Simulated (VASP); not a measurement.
# Sr3Zn (Pm-3m) in VASP: notebook

The runs below take Sr3Zn through single point, with PBE.

Program: VASP 6.6.1. These are calculated values, not measurements. Logs are shortened: lines on timing, memory, paths and dates and some standing lists are left out, and cuts for length are marked.

### Step 1. The cell of the first run

The structure is cubic, space group Pm-3m (No. 221). The conventional cell has a = 5.368 Å, b = 5.368 Å, c = 5.368 Å, α = 90.00°, β = 90.00°, γ = 90.00°. Sr (site symmetry 4/mmm) has 8 Sr at 3.80 Å and 4 Zn at 3.80 Å within 5.0 Å. Within 5.0 Å of Zn (site symmetry m-3m) lie 12 Sr at 3.80 Å.

### Step 2. Single point, PBE

Contents of INCAR:

```
SYSTEM = Sr3Zn
PREC = Accurate
ENCUT = 520
EDIFF = 1E-7
ISMEAR = -1
SIGMA = 0.05
LREAL = .FALSE.
LASPH = .TRUE.
NELM = 60
ALGO = Normal
ISIF = 2
LWAVE = .FALSE.
LCHARG = .FALSE.
GGA = PE
NBANDS = 29
```

Contents of KPOINTS:

```
Automatic mesh
0
G
  5 5 5
  0 0 0
```

Contents of POSCAR:

```
Sr3Zn
1.0
    5.3680750598      0.0000000000      0.0000000000
    0.0000000000      5.3680750598      0.0000000000
    0.0000000000      0.0000000000      5.3680750598
Sr Zn
3 1
Direct
    0.0000000000      0.5000000000      0.5000000000
    0.5000000000      0.5000000000      0.0000000000
    0.5000000000      0.0000000000      0.5000000000
    0.0000000000      0.0000000000      0.0000000000
```

Potentials or basis: VASP PAW PBE potentials, release 64 (Sr_sv, Zn).

Launch:

```
$ cat potpaw_PBE.64/Sr_sv/POTCAR potpaw_PBE.64/Zn/POTCAR > POTCAR
$ mpirun -np 1 vasp_std > vasp.out
```

OUTCAR:

```text
SYSTEM = Sr3Zn
   PREC = Accurate
   ENCUT = 520
   EDIFF = 1E-7
   ISMEAR = -1
   LREAL = .FALSE.
   LASPH = .TRUE.
   NELM = 60
   ISIF = 2
   GGA = PE

 ion  position               nearest neighbor table
   1  0.000  0.500  0.500-   2 3.80   3 3.80   4 3.80   2 3.80   4 3.80   3 3.80   4 3.80   4 3.80
                             2 3.80   3 3.80   2 3.80   3 3.80
   2  0.500  0.500  0.000-   1 3.80   3 3.80   4 3.80   1 3.80   3 3.80   3 3.80   4 3.80   3 3.80
                             1 3.80   4 3.80   1 3.80   4 3.80
   3  0.500  0.000  0.500-   1 3.80   2 3.80   4 3.80   2 3.80   4 3.80   1 3.80   2 3.80   2 3.80
                             1 3.80   4 3.80   4 3.80   1 3.80
   4  0.000  0.000  0.000-   1 3.80   2 3.80   3 3.80   1 3.80   3 3.80   1 3.80   2 3.80   1 3.80
                             2 3.80   3 3.80   3 3.80   2 3.80

  LATTYP: Found a simple cubic cell.
 ALAT       =     5.3680750598

  Lattice vectors:

 A1 = (   5.3680750598,   0.0000000000,   0.0000000000)
 A2 = (   0.0000000000,   5.3680750598,   0.0000000000)
 A3 = (   0.0000000000,   0.0000000000,   5.3680750598)

Analysis of symmetry for initial positions (statically):
=====================================================================
 Subroutine PRICEL returns:
 Original cell was already a primitive cell.

 Routine SETGRP: Setting up the symmetry group for a
 simple cubic supercell.

 Subroutine GETGRP returns: Found 48 space group operations
 (whereof 48 operations were pure point group operations)
 out of a pool of 48 trial point group operations.

The static configuration has the point symmetry O_h .

Analysis of symmetry for dynamics (positions and initial velocities):
=====================================================================
 Subroutine PRICEL returns:
 Original cell was already a primitive cell.

 Routine SETGRP: Setting up the symmetry group for a
 simple cubic supercell.

 Subroutine GETGRP returns: Found 48 space group operations
 (whereof 48 operations were pure point group operations)
 out of a pool of 48 trial point group operations.

The dynamic configuration has the point symmetry O_h .

 Subroutine INISYM returns: Found 48 space group operations
 (whereof 48 operations are pure point group operations),
 and found     1 'primitive' translations

----------------------------------------------------------------------------------------

                                     Primitive cell

  volume of cell :     154.6877

  direct lattice vectors                    reciprocal lattice vectors
     5.368075060  0.000000000  0.000000000     0.186286516  0.000000000  0.000000000
     0.000000000  5.368075060  0.000000000     0.000000000  0.186286516  0.000000000
     0.000000000  0.000000000  5.368075060     0.000000000  0.000000000  0.186286516

  length of vectors
     5.368075060  5.368075060  5.368075060     0.186286516  0.186286516  0.186286516

  position of ions in fractional coordinates (direct lattice)
     0.000000000  0.500000000  0.500000000
     0.500000000  0.500000000  0.000000000
     0.500000000  0.000000000  0.500000000
     0.000000000  0.000000000  0.000000000

  ion indices of the primitive-cell ions
   primitive index   ion index
                 1           1
                 2           2
                 3           3
                 4           4

----------------------------------------------------------------------------------------

 KPOINTS: Automatic mesh

Automatic generation of k-mesh.
 Grid dimensions read from file:
 generate k-points for:    5    5    5

 Generating k-lattice:

  Cartesian coordinates                     Fractional coordinates (reciprocal lattice)
     0.037257303  0.000000000  0.000000000     0.200000000  0.000000000  0.000000000
     0.000000000  0.037257303  0.000000000     0.000000000  0.200000000  0.000000000
     0.000000000  0.000000000  0.037257303     0.000000000  0.000000000  0.200000000

  Length of vectors
     0.037257303  0.037257303  0.037257303

  Shift w.r.t. Gamma in fractional coordinates (k-lattice)
     0.000000000  0.000000000  0.000000000

 Subroutine IBZKPT returns following result:
 ===========================================

 Found     10 irreducible k-points:

 Following reciprocal coordinates:
            Coordinates               Weight
  0.000000  0.000000  0.000000      1.000000
  0.200000  0.000000  0.000000      6.000000
  0.400000  0.000000  0.000000      6.000000
  0.200000  0.200000  0.000000     12.000000
  0.400000  0.200000  0.000000     24.000000
  0.400000  0.400000  0.000000     12.000000
  0.200000  0.200000  0.200000      8.000000
  0.400000  0.200000  0.200000     24.000000
  0.400000  0.400000  0.200000     24.000000
  0.400000  0.400000  0.400000      8.000000
   k-points           NKPTS =     10   k-points in BZ     NKDIM =     10   number of bands    NBANDS=     29
   number of dos      NEDOS =    301   number of ions     NIONS =      4
   total plane-waves  NPLWV =  64000
   dimension x,y,z NGX =    40 NGY =   40 NGZ =   40
   dimension x,y,z NGXF=    80 NGYF=   80 NGZF=   80
   ions per type =               3   1
   NGX,Y,Z   is equivalent  to a cutoff of  12.39, 12.39, 12.39 a.u.
   NGXF,Y,Z  is equivalent  to a cutoff of  24.78, 24.78, 24.78 a.u.
 SYSTEM =  Sr3Zn
   PREC   = accura    normal or accurate (medium, high low for compatibility)
   ISTART =      0    job   : 0-new  1-cont  2-samecut
   ICHARG =      2    charge: 1-file 2-atom 10-const
   ISPIN  =      1    spin polarized calculation?
   LNONCOLLINEAR =      F non collinear calculations
   LSORBIT =      F    spin-orbit coupling
   LASPH  =      T    aspherical Exc in radial PAW
   ENCUT  =  520.0 eV  38.22 Ry    6.18 a.u.   9.98  9.98  9.98*2*pi/ulx,y,z
   NELM   =     60;   NELMIN=  2; NELMDL= -5     # of ELM steps
   EDIFF  = 0.1E-06   stopping-criterion for ELM
   LREAL  =      F    real-space projection
   EDIFFG = 0.1E-05   stopping-criterion for IOM
   NSW    =      0    number of steps for IOM
   IBRION =     -1    ionic relax: 0-MD 1-quasi-New 2-CG
   NFREE  =      0    steps in history (QN), initial steepest desc. (CG)
   ISIF   =      2    stress and relaxation
   ISYM   =      2    0-nonsym 1-usesym 2-fastsym
   POTIM  = 0.5000    time-step for ionic-motion
   TEBEG  =    0.0;   TEEND  =   0.0 temperature during run
   PSTRESS=    0.0 pullay stress
   NELECT =      42.0000    total number of electrons
   NUPDOWN=      -1.0000    fix difference up-down
   EMIN   =  10.00;   EMAX   =-10.00  energy-range for DOS
   EFERMI =   0.00;   METHOD = LEGACY
   ISMEAR =    -1;   SIGMA  =   0.05  broadening in eV -4-tet -1-fermi 0-gaus
   EFERMI_NEDOS =   21; number of points for ismear=-14 and -15
   IALGO  =     38    algorithm
   IMIX   =      4    mixing-type and parameters
     AMIX     =   0.40;   BMIX     =  1.00
     AMIX_MAG =   1.60;   BMIX_MAG =  1.00
  volume/ion in A,a.u.               =      38.67       260.97
  Fermi-wavevector in a.u.,A,eV,Ry     =   1.060082  2.003264 15.289864  1.123773
  Thomas-Fermi vector in A             =   2.195450
   LORBIT       =      0    0 simple, 1 ext, 2 COOP (PROOUT), +10 PAW based schemes
   GGA     = PE    functional components
   LHFCALC =     F    Hartree Fock is set to
   AEXX    =    0.0000 exact exchange contribution
   IVDW    =     0    specifies the selected vdW correction
   LEPSILON=     F    determine dielectric tensor
   LRPA    =     F    only Hartree local field effects (RPA)
 non-spin polarized calculation
  energy-cutoff  :      520.00
  volume of cell :      154.69
 maximum number of plane-waves:      4184
 NGX is ok and might be reduce to    40
   NGX = 19   NGY = 19   NGZ = 19

 number of electron      42.0000031 magnetization

 Free energy of the ion-electron system (eV)
  ---------------------------------------------------
  ext. energy  EPLUGINS =         0.00000000
  ---------------------------------------------------
  free energy    TOTEN  =        -5.68289199 eV

  energy without entropy =       -5.63454932  energy(sigma->0) =       -5.65872065

 E-fermi :   2.0540     XC(G=0):  -8.2722

 val. band max:        2.0510703668   @ k =   0.4000   0.2000   0.2000
 cond. band min:       2.1309359637   @ k =   0.4000   0.4000   0.2000
 fundamental gap:      0.0798655969
 Fermi energy:         2.0540144234

 k-point     1 :       0.0000    0.0000    0.0000
  band No.  band energies     occupation
      1     -34.1699      2.00000
      2     -34.1042      2.00000
      3     -34.1042      2.00000
      4     -16.3704      2.00000
      5     -16.3704      2.00000
      6     -16.3704      2.00000
[... 21 lines left out ...]
     28       5.0050      0.00000
     29       5.9333      0.00000

 k-point     2 :       0.2000    0.0000    0.0000
  band No.  band energies     occupation
      1     -34.1643      2.00000
      2     -34.1097      2.00000
      3     -34.1041      2.00000
      4     -16.3489      2.00000
      5     -16.3489      2.00000
      6     -16.3373      2.00000
[... 21 lines left out ...]
     28       5.1123      0.00000
     29       5.5899      0.00000

 k-point     3 :       0.4000    0.0000    0.0000
  band No.  band energies     occupation
      1     -34.1515      2.00000
      2     -34.1224      2.00000
      3     -34.1040      2.00000
      4     -16.3041      2.00000
      5     -16.3041      2.00000
      6     -16.2472      2.00000
[... 21 lines left out ...]
     28       4.4477      0.00000
     29       5.0469      0.00000

 k-point     4 :       0.2000    0.2000    0.0000
  band No.  band energies     occupation
      1     -34.1592      2.00000
      2     -34.1117      2.00000
      3     -34.1071      2.00000
      4     -16.3633      2.00000
      5     -16.3267      2.00000
      6     -16.2810      2.00000
[... 21 lines left out ...]
     28       5.3670      0.00000
     29       5.3781      0.00000

 k-point     5 :       0.4000    0.2000    0.0000
  band No.  band energies     occupation
      1     -34.1472      2.00000
      2     -34.1225      2.00000
      3     -34.1081      2.00000
      4     -16.3316      2.00000
      5     -16.2788      2.00000
      6     -16.2481      2.00000
[... 21 lines left out ...]
     28       4.7175      0.00000
     29       4.8099      0.00000

 k-point     6 :       0.4000    0.4000    0.0000
  band No.  band energies     occupation
      1     -34.1366      2.00000
      2     -34.1238      2.00000
      3     -34.1173      2.00000
      4     -16.3453      2.00000
      5     -16.3116      2.00000
      6     -16.2174      2.00000
[... 21 lines left out ...]
     28       4.6413      0.00000
     29       5.2079      0.00000

 k-point     7 :       0.2000    0.2000    0.2000
  band No.  band energies     occupation
      1     -34.1547      2.00000
      2     -34.1116      2.00000
      3     -34.1116      2.00000
      4     -16.3910      2.00000
      5     -16.2723      2.00000
      6     -16.2723      2.00000
[... 21 lines left out ...]
     28       5.1668      0.00000
     29       5.8911      0.00000

 k-point     8 :       0.4000    0.2000    0.2000
  band No.  band energies     occupation
      1     -34.1436      2.00000
      2     -34.1225      2.00000
      3     -34.1115      2.00000
      4     -16.3824      2.00000
      5     -16.2649      2.00000
      6     -16.2552      2.00000
[... 21 lines left out ...]
     28       4.9432      0.00000
     29       5.5564      0.00000

 k-point     9 :       0.4000    0.4000    0.2000
  band No.  band energies     occupation
      1     -34.1347      2.00000
      2     -34.1237      2.00000
      3     -34.1190      2.00000
      4     -16.4142      2.00000
      5     -16.3196      2.00000
      6     -16.2587      2.00000
[... 21 lines left out ...]
     28       5.1202      0.00000
     29       5.3055      0.00000

 k-point    10 :       0.4000    0.4000    0.4000
  band No.  band energies     occupation
      1     -34.1299      2.00000
      2     -34.1236      2.00000
      3     -34.1236      2.00000
      4     -16.4828      2.00000
      5     -16.3213      2.00000
      6     -16.3180      2.00000
[... 21 lines left out ...]
     28       4.8706      0.00000
     29       5.3990      0.00000

------------------------ aborting loop because EDIFF is reached ----------------------------------------

  FORCE on cell =-STRESS in cart. coord.  units (eV):
  Direction    XX          YY          ZZ          XY          YZ          ZX
  --------------------------------------------------------------------------------------
  -------------------------------------------------------------------------------------
  Total        1.0344130      1.0344130      1.0344130      0.0000000      0.0000000      0.0000000
  in kB       10.7139297     10.7139297     10.7139297      0.0000000      0.0000000      0.0000000
  external PRESSURE =      10.7139297 kB  Pullay stress =       0.0000000 kB

 VOLUME and BASIS-vectors are now :
 -----------------------------------------------------------------------------
  energy-cutoff  :      520.00
  volume of cell :      154.69
      direct lattice vectors                 reciprocal lattice vectors
     5.368075060  0.000000000  0.000000000     0.186286516  0.000000000  0.000000000
     0.000000000  5.368075060  0.000000000     0.000000000  0.186286516  0.000000000
     0.000000000  0.000000000  5.368075060     0.000000000  0.000000000  0.186286516

 POSITION                                       TOTAL-FORCE (eV/Angst)
 -----------------------------------------------------------------------------------
      0.00000      2.68404      2.68404         0.000000      0.000000      0.000000
      2.68404      2.68404      0.00000         0.000000      0.000000      0.000000
      2.68404      0.00000      2.68404         0.000000      0.000000      0.000000
      0.00000      0.00000      0.00000         0.000000      0.000000      0.000000
 -----------------------------------------------------------------------------------
    total drift:                               -0.000000     -0.000000     -0.000000

  FREE ENERGIE OF THE ION-ELECTRON SYSTEM (eV)
  ---------------------------------------------------
  free  energy   TOTEN  =        -5.6828919865 eV

  energy  without entropy=       -5.6345493205  energy(sigma->0) =       -5.65872065
```

Wall time 53 s (1 thread of Intel Xeon Platinum 8259CL at 2.50GHz (Skylake/Cascade Lake), shared host); peak memory 0.26 GiB.

Results:

```yaml
Free_energy: -5.6829 eV
Pressure: 1.1 GPa
Band_gap_on_the_k_mesh: zero (bands 21 and 22 overlap by 0.44 eV)
```

(Continued in part 2 of 2.)
